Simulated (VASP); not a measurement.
Set up this calculation in VASP 6.6.1, as the native input.

```
Task                            : G0W0 quasiparticle levels
Functional                      : PBEsol
Potentials or basis             : VASP PAW PBE potentials, release 64 (Ga_d_GW, As_GW)
Cutoff                          : 500 eV
k mesh                          : 4 × 4 × 4
Occupations                     : gaussian, width 0.01 eV
Spin                            : no spin polarisation
Dipole correction               : no
GW scheme                       : G0W0
GW iterations                   : 1
Cutoff of the response function : 80
Frequency points                : 48
Empty bands                     : 44
Further INCAR settings          : ALGO = EVGW0; EDIFF = 1e-08; NBANDS = 53
```

The system is GaAs.

```
Ga As
1.0
     0.00000    2.82685    2.82685
     2.82685    0.00000    2.82685
     2.82685    2.82685    0.00000
Ga As
1 1
Direct
  0.00000 0.00000 0.00000
  0.25000 0.25000 0.25000
```

One way to write it, as run:

POSCAR

```
GaAs
1.0
    0.0000000000      2.8268500000      2.8268500000
    2.8268500000      0.0000000000      2.8268500000
    2.8268500000      2.8268500000      0.0000000000
Ga As
1 1
Direct
    0.0000000000      0.0000000000      0.0000000000
    0.2500000000      0.2500000000      0.2500000000
```

INCAR.step1

```
SYSTEM = GaAs
  PREC = Accurate
  ENCUT = 500
  EDIFF = 1E-8
  ISMEAR = 0
  SIGMA = 0.01
  LREAL = .False.
  LASPH = .True.
  NELM = 100
  ALGO = Normal
  LWAVE = .True.
  LCHARG = .False.
  GGA = PS
```

INCAR.step2

```
SYSTEM = GaAs
  PREC = Accurate
  ENCUT = 500
  EDIFF = 1E-8
  ISMEAR = 0
  SIGMA = 0.01
  LREAL = .False.
  LASPH = .True.
  NELM = 1
  ALGO = Exact
  LWAVE = .True.
  LCHARG = .False.
  GGA = PS
  NBANDS = 53
  LOPTICS = .True.
  ISTART = 1
```

INCAR.step3

```
SYSTEM = GaAs
  PREC = Accurate
  ENCUT = 500
  EDIFF = 1E-8
  ISMEAR = 0
  SIGMA = 0.01
  LREAL = .False.
  LASPH = .True.
  ALGO = EVGW0
  LWAVE = .False.
  LCHARG = .False.
  GGA = PS
  NELMGW = 1
  NBANDS = 53
  ENCUTGW = 80.0
  NOMEGA = 48
  PRECFOCK = Fast
  ISTART = 1
  NBANDSGW = 17
```

KPOINTS

```
regular mesh
0
Gamma
  4 4 4
  0 0 0
```

Potentials or basis: VASP PAW PBE potentials, release 64 (Ga_d_GW, As_GW).

Command:

```console
$ cat potpaw_PBE.64/Ga_d_GW/POTCAR potpaw_PBE.64/As_GW/POTCAR > POTCAR
$ cp INCAR.step1 INCAR
$ mpirun -np 1 vasp_std > vasp.out
$ cp INCAR.step2 INCAR
$ mpirun -np 1 vasp_std > vasp.out
$ cp INCAR.step3 INCAR
$ mpirun -np 1 vasp_std > vasp.out
```

It gave:

```yaml
Quasiparticle_gap: 1.39 eV
Least_direct_quasiparticle_gap: 1.39 eV
Band_gap_of_the_starting_levels_on_the_mesh: 0.43 eV
Least_direct_gap_of_the_starting_levels_on_the_mesh: 0.43 eV
```

Caveat: the k points lie up to 0.48 Å⁻¹ apart; bands, screening cutoff and mesh are small and nothing is extrapolated, so the quasiparticle values aren't converged.

Wall time 3.6 min on 1 thread of Intel Xeon 8259CL, with other jobs on the host, peak memory 0.43 GiB.
